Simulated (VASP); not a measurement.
The system is KI.

```
K I
1.0
     0.00000    3.54429    3.54429
     3.54429    0.00000    3.54429
     3.54429    3.54429    0.00000
K I
1 1
Cartesian
  0.0000 0.0000 0.0000
  3.5443 3.5443 3.5443
```

Base run:

- Program: VASP 6.6.1
- Functional: r2SCAN
- Potentials or basis: VASP PAW PBE potentials, release 64 (K_sv, I)
- Cutoff: 520 eV
- k mesh: 4 × 4 × 4
- Occupations: gaussian, width 0.01 eV
- Spin: no spin polarisation

Its results: band gap on the k mesh 4.58 eV, direct; pressure 0.0 GPa.

After a change of settings the same cell gave: band gap on the k mesh 6.08 eV, direct; pressure 0.1 GPa. Which change was it?
A. further incar settings from ALGO = Normal; EDIFF = 1e-06; NBANDS = 15 to ALGO = Normal; EDIFF = 1e-07; NBANDS = 15
B. occupations from gaussian, width 0.01 eV to tetrahedron; further incar settings from ALGO = Normal; EDIFF = 1e-06; NBANDS = 15 to ALGO = Normal; EDIFF = 1e-07; NBANDS = 15
C. k mesh from 4 × 4 × 4 to 5 × 5 × 5
D. functional from r2SCAN to PBE-based screened hybrid

D.

Caveats: the PAW data sets were made with another functional, which shifts forces and pressure a little; spin-orbit coupling is left out, which moves the levels of the heavy elements.
